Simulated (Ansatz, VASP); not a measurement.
# Two plane-wave programs on Ca

Contents of INCAR:

```
ALGO     = Normal         # electronic algorithm
EDIFF    = 1E-6           # SCF threshold, eV
ENCUT    = 520            # plane-wave cutoff, eV
GGA      = PE             # functional
ISIF     = 2              # what is computed and relaxed
ISMEAR   = 0              # smearing method
LASPH    = T              # aspherical terms in the spheres
LCHARG   = F              # write CHGCAR
LREAL    = F              # projectors in reciprocal space
LWAVE    = F              # write WAVECAR
NBANDS   = 11             # bands
NELM     = 60             # most SCF steps
PREC     = Accurate       # precision mode
SIGMA    = 0.01           # smearing width, eV
```

The input KPOINTS:

```
k-points
0
Gamma
  10 10 10
```

Contents of POSCAR:

```
Ca
1.0
    0.0000000000      2.7627089163      2.7627089163
    2.7627089163      0.0000000000      2.7627089163
    2.7627089163      2.7627089163      0.0000000000
Ca
1
Direct
    0.0000000000      0.0000000000      0.0000000000
```

Input for Ansatz:

```yaml
crystal:
  lattice:
    - [0.0, 2.7627089163, 2.7627089163]
    - [2.7627089163, 0.0, 2.7627089163]
    - [2.7627089163, 2.7627089163, 0.0]
  atoms:
    - { symbol: Ca, position: [0.0, 0.0, 0.0] }
hamiltonian:
  xc: pbe
  pseudopotentials:
    kind: paw
    azcp:
      Ca: "pseudopotentials/Ca.paw.azcp"
basis:
  ecutwfc: 420
  fft_grid_basis: typed
kpoints:
  mp_grid: { grid: [10, 10, 10], shift: [0, 0, 0] }
magnetization:
  spin_polarized: false
scf:
  occupations: { method: gaussian, width: 0.01 }
  lower_state_search: "off"
output:
  stress: true
```

Alike in both runs: task single point; functional PBE; k mesh 10 × 10 × 10; occupations gaussian, width 0.01 eV; no spin polarisation.

```csv
,VASP,Ansatz
version,VASP 6.6.1,Ansatz 0.2.0
potentials or method,"VASP PAW PBE potentials, release 64 (Ca_sv), cutoff 520 eV","plane waves (420 eV) with PAW, scalar-relativistic"
valence electrons in the cell,10,10
```

|  | VASP | Ansatz | Ansatz less VASP |
| --- | --- | --- | --- |
| pressure (GPa) | 0.0 | 0.0 | 0.00 |
